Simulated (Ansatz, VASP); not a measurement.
# One calculation of Zr2TeSe, two programs

```
CELL_PARAMETERS angstrom
3.63047 0.00000 0.00000
-1.81523 3.14408 0.00000
0.00000 0.00000 7.71238
ATOMIC_POSITIONS crystal
Zr 0.66667 0.33333 0.23433
Zr 0.66667 0.33333 0.76567
Te 0.00000 0.00000 0.50000
Se 0.33333 0.66667 0.00000
```

Change from the starting cell: species swapped into the Co2SbAs type (P-6m2, No. 187).

Alike in both runs: functional PBE; k mesh 12 × 12 × 6; occupations gaussian, width 0.1 eV; no spin polarisation.

Ansatz relaxed the structure, and its values are those at the end. VASP's run is a single point on that final structure, the one shown.

```csv
,VASP,Ansatz
version,VASP 6.6.1,Ansatz 0.2.0
potentials or method,"VASP PAW PBE potentials, release 64 (Zr_sv, Te, Se), cutoff 520 eV","scalar-relativistic, plane waves, PAW"
valence electrons in the cell,36,56
```

```csv
,VASP,Ansatz,Ansatz less VASP
gap on the k mesh at the Fermi level (eV),none,none,-
pressure (GPa),0.1,0.0,-0.07
```

A gap of «none» marks a metal or a gap that the smearing closes. With one functional, cell and mesh, what is left measures potentials, basis and numerics. VASP's potentials hold 36 valence electrons a cell and Ansatz's 56, so a difference there can come from the potentials and not from the codes.

Spin-orbit coupling is off throughout.
